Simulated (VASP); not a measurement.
System: BaS (a cell with a defect).

```
CELL_PARAMETERS angstrom
12.66413 0.00000 0.00000
0.00000 6.33206 0.00000
0.00000 0.00000 6.33206
ATOMIC_POSITIONS crystal
S 0.25369 0.99289 0.00902
S 0.75038 0.01286 0.99700
S 0.00171 0.50433 0.02945
S 0.98836 0.99151 0.50478
S 0.50209 0.00641 0.49777
S 0.25477 0.48713 0.49218
S 0.74372 0.50757 0.50807
Ba 0.99111 0.00639 0.99356
Ba 0.49577 0.98673 0.00996
Ba 0.26186 0.48434 0.99622
Ba 0.74679 0.51989 0.99485
Ba 0.23667 0.97698 0.49345
Ba 0.75677 0.01587 0.51407
Ba 0.00254 0.48321 0.49717
```

Base run:

| Item | Value |
| --- | --- |
| Program | VASP 6.6.1 |
| Functional | PBEsol |
| Dispersion | D3(BJ) |
| Potentials or basis | VASP PAW PBE potentials, release 64 (S, Ba_sv) |
| Cutoff | 520 eV |
| k mesh | 2 × 2 × 2, shifted |
| Occupations | fermi-dirac, width 0.05 eV |
| Spin | no spin polarisation |

Its results: band gap on the k mesh 1.49 eV; pressure -2.2 GPa; largest force 1.538 eV/Å.

Task: The run is repeated on the same cell with these changes: dispersion from D3(BJ) to none; further incar settings from ALGO = Normal; EDIFF = 1e-06; NBANDS = 69 to ALGO = Normal; EDIFF = 1e-07; NBANDS = 69. What comes out?

Result: Band gap on the k mesh 1.49 eV; pressure -0.9 GPa; largest force 1.554 eV/Å.

Caveats: the PAW data sets were made with another functional, which shifts forces and pressure a little; spin-orbit coupling is left out, which moves the levels of the heavy elements; three body term missing (at least some runs).

A k mesh can miss the band edges.
